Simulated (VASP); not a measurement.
# Cd7S (P3m1) in VASP: relaxation of cell and atoms with PBE

Aim: the relaxation of cell and atoms of Cd7S with PBE.

Program: VASP 6.6.1. These are calculated values, not measurements. Logs are shortened: lines on timing, memory, paths and dates and some standing lists are left out, and cuts for length are marked.

### Step 1. The cell of the first run

The structure is trigonal, space group P3m1 (No. 156). Conventional cell: a = 3.400 Å, b = 3.400 Å, c = 18.200 Å, α = 90.00°, β = 90.00°, γ = 120.00°. Cd (site symmetry 3m) has 3 S at 2.53 Å and 9 Cd at 3.06 to 3.40 Å within 3.5 Å. Within 3.4 Å of Cd (site symmetry 3m) lie 1 S at 2.55 Å and 9 Cd at 3.06 to 3.40 Å. Cd (site symmetry 3m) has 12 Cd at 3.05 to 3.40 Å within 4.0 Å. Cd (site symmetry 3m) has 12 Cd at 3.05 to 3.40 Å within 4.0 Å. Within 4.0 Å of Cd (site symmetry 3m) lie 12 Cd at 3.05 to 3.40 Å. Cd (site symmetry 3m) has 12 Cd at 3.05 to 3.40 Å within 4.0 Å. Within 4.0 Å of Cd (site symmetry 3m) lie 12 Cd at 3.06 to 3.40 Å. S (site symmetry 3m) has 4 Cd at 2.53 to 2.55 Å and 6 S at 3.40 Å within 3.4 Å.

### Step 2. Relaxation of cell and atoms, PBE

Contents of INCAR:

```
SYSTEM = Cd7S
PREC = Accurate
ENCUT = 600
EDIFF = 1E-7
ISMEAR = 0
SIGMA = 0.2
LREAL = .False.
LASPH = .True.
NELM = 80
ALGO = Normal
ISIF = 3
LWAVE = .False.
LCHARG = .False.
GGA = PE
IBRION = 2
NSW = 36
EDIFFG = -0.08
```

Contents of KPOINTS:

```
Automatic mesh
0
Gamma
  5 5 1
  0 0 0
```

Contents of POSCAR:

```
Cd7S
1.0
    3.4000000000      0.0000000000      0.0000000000
   -1.7000000000      2.9444863700      0.0000000000
    0.0000000000      0.0000000000     18.2000000000
Cd S
7 1
Direct
    0.6666666700      0.3333333300      0.9120000000
    0.0000000000      0.0000000000      0.1400000000
    0.0000000000      0.0000000000      0.6550000000
    0.3333333300      0.6666666700      0.7830000000
    0.3333333300      0.6666666700      0.2690000000
    0.0000000000      0.0000000000      0.3970000000
    0.3333333300      0.6666666700      0.5260000000
    0.0000000000      0.0000000000      0.0000000000
```

Potentials or basis: VASP PAW PBE potentials, release 64 (Cd, S).

Started as:

```console
$ cat potpaw_PBE.64/Cd/POTCAR potpaw_PBE.64/S/POTCAR > POTCAR
$ mpirun -np 1 vasp_std > vasp.out
```

OUTCAR:

```text
SYSTEM = Cd7S
   PREC = Accurate
   ENCUT = 600
   EDIFF = 1E-7
   ISMEAR = 0
   LREAL = .False.
   LASPH = .True.
   NELM = 80
   ISIF = 3
   GGA = PE
   IBRION = 2
   NSW = 36
   EDIFFG = -0.08

 ion  position               nearest neighbor table
   1  0.667  0.333  0.912-   8 2.53   8 2.53   8 2.53   4 3.06   4 3.06   4 3.06
   2  0.000  0.000  0.140-   8 2.55   5 3.06   5 3.06   5 3.06
   3  0.000  0.000  0.655-   4 3.05   4 3.05   4 3.05   7 3.06   7 3.06   7 3.06
   4  0.333  0.667  0.783-   3 3.05   3 3.05   3 3.05   1 3.06   1 3.06   1 3.06
   5  0.333  0.667  0.269-   6 3.05   6 3.05   6 3.05   2 3.06   2 3.06   2 3.06
   6  0.000  0.000  0.397-   5 3.05   5 3.05   5 3.05   7 3.06   7 3.06   7 3.06
   7  0.333  0.667  0.526-   3 3.06   6 3.06   3 3.06   6 3.06   3 3.06   6 3.06
   8  0.000  0.000  0.000-   1 2.53   1 2.53   1 2.53   2 2.55

  LATTYP: Found a hexagonal cell.
 ALAT       =     3.4000000000
 C/A-ratio  =     5.3529411765

  Lattice vectors:

 A1 = (   3.4000000000,   0.0000000000,   0.0000000000)
 A2 = (  -1.7000000000,   2.9444863700,   0.0000000000)
 A3 = (   0.0000000000,   0.0000000000,  18.2000000000)

Analysis of symmetry for initial positions (statically):
=====================================================================
 Subroutine PRICEL returns:
 Original cell was already a primitive cell.

 Routine SETGRP: Setting up the symmetry group for a
 hexagonal supercell.

 Subroutine GETGRP returns: Found  6 space group operations
 (whereof  6 operations were pure point group operations)
 out of a pool of 24 trial point group operations.

The static configuration has the point symmetry C_3v.

Analysis of symmetry for dynamics (positions and initial velocities):
=====================================================================
 Subroutine PRICEL returns:
 Original cell was already a primitive cell.

 Routine SETGRP: Setting up the symmetry group for a
 hexagonal supercell.

 Subroutine GETGRP returns: Found  6 space group operations
 (whereof  6 operations were pure point group operations)
 out of a pool of 24 trial point group operations.

The dynamic configuration has the point symmetry C_3v.

 Subroutine INISYM returns: Found  6 space group operations
 (whereof  6 operations are pure point group operations),
 and found     1 'primitive' translations

----------------------------------------------------------------------------------------

                                     Primitive cell

  volume of cell :     182.2048

  direct lattice vectors                    reciprocal lattice vectors
     3.400000000  0.000000000  0.000000000     0.294117647  0.169808903  0.000000000
    -1.700000000  2.944486370  0.000000000     0.000000000  0.339617806  0.000000000
     0.000000000  0.000000000 18.200000000     0.000000000  0.000000000  0.054945055

  length of vectors
     3.400000000  3.399999998 18.200000000     0.339617805  0.339617806  0.054945055

  position of ions in fractional coordinates (direct lattice)
     0.666666670  0.333333330  0.912000000
     0.000000000  0.000000000  0.140000000
     0.000000000  0.000000000  0.655000000
     0.333333330  0.666666670  0.783000000
     0.333333330  0.666666670  0.269000000
     0.000000000  0.000000000  0.397000000
     0.333333330  0.666666670  0.526000000
     0.000000000  0.000000000  0.000000000

  ion indices of the primitive-cell ions
   primitive index   ion index
                 1           1
                 2           2
                 3           3
                 4           4
                 5           5
                 6           6
                 7           7
                 8           8

----------------------------------------------------------------------------------------

 KPOINTS: Automatic mesh

Automatic generation of k-mesh.
 Grid dimensions read from file:
 generate k-points for:    5    5    1

 Generating k-lattice:

  Cartesian coordinates                     Fractional coordinates (reciprocal lattice)
     0.058823529  0.033961781  0.000000000     0.200000000 -0.000000000  0.000000000
     0.000000000  0.067923561  0.000000000     0.000000000  0.200000000  0.000000000
     0.000000000  0.000000000  0.054945055     0.000000000  0.000000000  1.000000000

  Length of vectors
     0.067923561  0.067923561  0.054945055

  Shift w.r.t. Gamma in fractional coordinates (k-lattice)
     0.000000000  0.000000000  0.000000000

 Subroutine IBZKPT returns following result:
 ===========================================

 Found      5 irreducible k-points:

 Following reciprocal coordinates:
            Coordinates               Weight
  0.000000  0.000000  0.000000      1.000000
  0.200000  0.000000  0.000000      6.000000
  0.400000  0.000000  0.000000      6.000000
  0.200000  0.200000  0.000000      6.000000
  0.400000  0.200000  0.000000      6.000000
   k-points           NKPTS =      5   k-points in BZ     NKDIM =      5   number of bands    NBANDS=     54
   number of dos      NEDOS =    301   number of ions     NIONS =      8
   total plane-waves  NPLWV = 117600
   dimension x,y,z NGX =    28 NGY =   28 NGZ =  150
   dimension x,y,z NGXF=    56 NGYF=   56 NGZF=  300
   ions per type =               7   1
   NGX,Y,Z   is equivalent  to a cutoff of  13.69, 13.69, 13.70 a.u.
   NGXF,Y,Z  is equivalent  to a cutoff of  27.38, 27.38, 27.40 a.u.
 SYSTEM =  Cd7S
   PREC   = accura    normal or accurate (medium, high low for compatibility)
   ISTART =      0    job   : 0-new  1-cont  2-samecut
   ICHARG =      2    charge: 1-file 2-atom 10-const
   ISPIN  =      1    spin polarized calculation?
   LNONCOLLINEAR =      F non collinear calculations
   LSORBIT =      F    spin-orbit coupling
   LASPH  =      T    aspherical Exc in radial PAW
   ENCUT  =  600.0 eV  44.10 Ry    6.64 a.u.   6.79  6.79 36.35*2*pi/ulx,y,z
   NELM   =     80;   NELMIN=  2; NELMDL= -5     # of ELM steps
   EDIFF  = 0.1E-06   stopping-criterion for ELM
   LREAL  =      F    real-space projection
   EDIFFG = -.8E-01   stopping-criterion for IOM
   NSW    =     36    number of steps for IOM
   IBRION =      2    ionic relax: 0-MD 1-quasi-New 2-CG
   NFREE  =      1    steps in history (QN), initial steepest desc. (CG)
   ISIF   =      3    stress and relaxation
   ISYM   =      2    0-nonsym 1-usesym 2-fastsym
   POTIM  = 0.5000    time-step for ionic-motion
   TEBEG  =    0.0;   TEEND  =   0.0 temperature during run
   PSTRESS=    0.0 pullay stress
   NELECT =      90.0000    total number of electrons
   NUPDOWN=      -1.0000    fix difference up-down
   EMIN   =  10.00;   EMAX   =-10.00  energy-range for DOS
   EFERMI =   0.00;   METHOD = LEGACY
   ISMEAR =     0;   SIGMA  =   0.20  broadening in eV -4-tet -1-fermi 0-gaus
   EFERMI_NEDOS =   21; number of points for ismear=-14 and -15
   IALGO  =     38    algorithm
   IMIX   =      4    mixing-type and parameters
     AMIX     =   0.40;   BMIX     =  1.00
     AMIX_MAG =   1.60;   BMIX_MAG =  1.00
  volume/ion in A,a.u.               =      22.78       153.70
  Fermi-wavevector in a.u.,A,eV,Ry     =   1.294104  2.445501 22.785733  1.674704
  Thomas-Fermi vector in A             =   2.425707
   LORBIT       =      0    0 simple, 1 ext, 2 COOP (PROOUT), +10 PAW based schemes
   GGA     = PE    functional components
   LHFCALC =     F    Hartree Fock is set to
   AEXX    =    0.0000 exact exchange contribution
   IVDW    =     0    specifies the selected vdW correction
   LEPSILON=     F    determine dielectric tensor
   LRPA    =     F    only Hartree local field effects (RPA)
 conjugate gradient relaxation of ions
 non-spin polarized calculation
 Gauss-broadening in eV      SIGMA  =   0.20
  energy-cutoff  :      600.00
  volume of cell :      182.20
 maximum number of plane-waves:      6088
 NGX is ok and might be reduce to    28
   NGX = 13   NGY = 13   NGZ = 73

--------------------------------------- Ionic step        1  -------------------------------------------

 number of electron      90.0000004 magnetization

 Free energy of the ion-electron system (eV)
  ---------------------------------------------------
  ext. energy  EPLUGINS =         0.00000000
  ---------------------------------------------------
  free energy    TOTEN  =        -9.34039614 eV

  energy without entropy =       -9.27648373  energy(sigma->0) =       -9.30843994

------------------------ aborting loop because EDIFF is reached ----------------------------------------

  FORCE on cell =-STRESS in cart. coord.  units (eV):
  Direction    XX          YY          ZZ          XY          YZ          ZX
  --------------------------------------------------------------------------------------
  -------------------------------------------------------------------------------------
  Total        3.0568361      3.0568361     -1.4710574      0.0000000      0.0000000     -0.0000000
  in kB       26.8796049     26.8796048    -12.9354148      0.0000000      0.0000000     -0.0000000
  external PRESSURE =      13.6079316 kB  Pullay stress =       0.0000000 kB
[... 107 lines left out ...]
  FREE ENERGIE OF THE ION-ELECTRON SYSTEM (eV)
  ---------------------------------------------------
  free  energy   TOTEN  =        -9.4625677264 eV

  energy  without entropy=       -9.3920204204  energy(sigma->0) =       -9.42729407

[... ionic steps 4 to 9 ...]

--------------------------------------- Ionic step       10  -------------------------------------------

 number of electron      90.0000003 magnetization

------------------------ aborting loop because EDIFF is reached ----------------------------------------
[... 79 lines left out ...]
--------------------------------------- Ionic step       12  -------------------------------------------

 number of electron      89.9999996 magnetization

 Free energy of the ion-electron system (eV)
  ---------------------------------------------------
  ext. energy  EPLUGINS =         0.00000000
  ---------------------------------------------------
  free energy    TOTEN  =        -9.58389129 eV

  energy without entropy =       -9.56827283  energy(sigma->0) =       -9.57608206

 E-fermi :   1.9991     XC(G=0): -10.0354

 val. band max:        1.7386974444   @ k =   0.4000   0.2000   0.0000
 cond. band min:       2.2751044855   @ k =   0.4000   0.0000   0.0000
 fundamental gap:      0.5364070411
 Fermi energy:         1.9991334694

 k-point     1 :       0.0000    0.0000    0.0000
  band No.  band energies     occupation
      1     -11.0700      2.00000
      2      -7.3205      2.00000
      3      -7.2011      2.00000
      4      -7.2011      2.00000
      5      -7.1803      2.00000
      6      -7.1803      2.00000
[... 46 lines left out ...]
     53       9.7012      0.00000
     54       9.9657      0.00000

 k-point     2 :       0.2000    0.0000    0.0000
  band No.  band energies     occupation
      1     -10.8771      2.00000
      2      -7.3041      2.00000
      3      -7.2389      2.00000
      4      -7.1944      2.00000
      5      -7.1941      2.00000
      6      -7.1356      2.00000
[... 46 lines left out ...]
     53       7.9046      0.00000
     54       7.9902      0.00000

 k-point     3 :       0.4000    0.0000    0.0000
  band No.  band energies     occupation
      1     -10.5509      2.00000
      2      -7.3603      2.00000
      3      -7.2986      2.00000
      4      -7.2507      2.00000
      5      -7.2377      2.00000
      6      -7.1706      2.00000
[... 46 lines left out ...]
     53       6.0293      0.00000
     54       6.5366      0.00000

 k-point     4 :       0.2000    0.2000    0.0000
  band No.  band energies     occupation
      1     -10.6155      2.00000
      2      -7.3249      2.00000
      3      -7.2779      2.00000
      4      -7.1950      2.00000
      5      -7.1744      2.00000
      6      -7.1378      2.00000
[... 46 lines left out ...]
     53       5.8418      0.00000
     54       6.0420      0.00000

 k-point     5 :       0.4000    0.2000    0.0000
  band No.  band energies     occupation
      1     -10.4500      2.00000
      2      -7.4066      2.00000
      3      -7.2566      2.00000
      4      -7.2404      2.00000
      5      -7.1646      2.00000
      6      -7.1271      2.00000
[... 81 lines left out ...]
  FREE ENERGIE OF THE ION-ELECTRON SYSTEM (eV)
  ---------------------------------------------------
  free  energy   TOTEN  =        -9.5838912922 eV

  energy  without entropy=       -9.5682728294  energy(sigma->0) =       -9.57608206

 reached required accuracy - stopping structural energy minimisation
```

Run time: 6.7 min. Hardware: 1 thread of Intel Xeon 6975P-C (Granite Rapids), shared host; peak memory 0.36 GiB.

Results:

| Quantity | Value |
| --- | --- |
| Free energy | -9.5839 eV |
| Relaxed volume | 24.88 Å³/atom |
| Relaxed cell | a = 3.669 Å, b = 3.669 Å, c = 17.073 Å, α = 90.00°, β = 90.00°, γ = 120.00° |
| Space group after relaxing (to 0.1 Å) | P3m1 (No. 156) |
| Energy gained by relaxing | 30.4 meV/atom |
| Ionic steps | 12 |
| Pressure after relaxing | 0.0 GPa |
| Largest force after relaxing | 0.069 eV/Å |
| Band gap on the k mesh | zero (bands 45 and 46 overlap by 1.03 eV) |

Forces in eV/Å, atoms in the order of the input:
```
Cd   0.000  0.000 -0.019
Cd   0.000  0.000  0.024
Cd   0.000  0.000  0.023
Cd   0.000  0.000  0.069
Cd   0.000  0.000 -0.069
Cd   0.000  0.000 -0.004
Cd   0.000  0.000 -0.009
S    0.000  0.000 -0.014
```

The path:
```csv
step,energy change (eV),largest force (eV/Å),pressure (GPa),volume (Å³)
1,0.0000,0.6067,1.36,182.20
2,-0.1054,0.2874,0.16,187.31
3,-0.1222,0.4218,-0.44,190.65
4,-0.1579,0.3127,0.06,190.00
5,-0.1835,0.2096,1.32,188.44
6,-0.1851,0.2266,1.06,188.76
7,-0.2088,0.2306,0.70,191.83
8,-0.2257,0.4322,0.06,198.47
9,-0.2269,0.3918,0.19,196.96
10,-0.2370,0.2181,0.02,198.16
11,-0.2412,0.1304,-0.17,199.72
12,-0.2435,0.0690,0.02,199.06
```

Final structure:
```cif
data_structure
_symmetry_space_group_name_H-M 'P 1'
_symmetry_Int_Tables_number 1
_cell_length_a 3.6692
_cell_length_b 3.6692
_cell_length_c 17.0732
_cell_angle_alpha 90.000
_cell_angle_beta 90.000
_cell_angle_gamma 120.000
_cell_volume 199.06
loop_
_atom_site_label
_atom_site_type_symbol
_atom_site_fract_x
_atom_site_fract_y
_atom_site_fract_z
_atom_site_occupancy
Cd1 Cd 0.66667 0.33333 0.91576 1
Cd2 Cd 0.00000 0.00000 0.14340 1
Cd3 Cd 0.00000 0.00000 0.65439 1
Cd4 Cd 0.33333 0.66667 0.78426 1
Cd5 Cd 0.33333 0.66667 0.26752 1
Cd6 Cd 0.00000 0.00000 0.39440 1
Cd7 Cd 0.33333 0.66667 0.52497 1
S1 S 0.00000 0.00000 0.99729 1
```

Levels at points of the mesh, in eV from the Fermi level:
```
           k point  band 41  band 42  band 43  band 44  band 45  band 46  band 47  band 48  band 49  band 50
(0.00, 0.00, 0.00)    -3.37    -3.20    -0.37    -0.29    -0.29     1.43     4.39     4.84     6.76     7.33
```

Caveat: the k points lie up to 0.40 Å⁻¹ apart in the final cell, too coarse for converged energies and pressures of a metal; the relaxation stopped at a loose force limit of 0.08 eV/Å, so its end isn't a converged minimum.
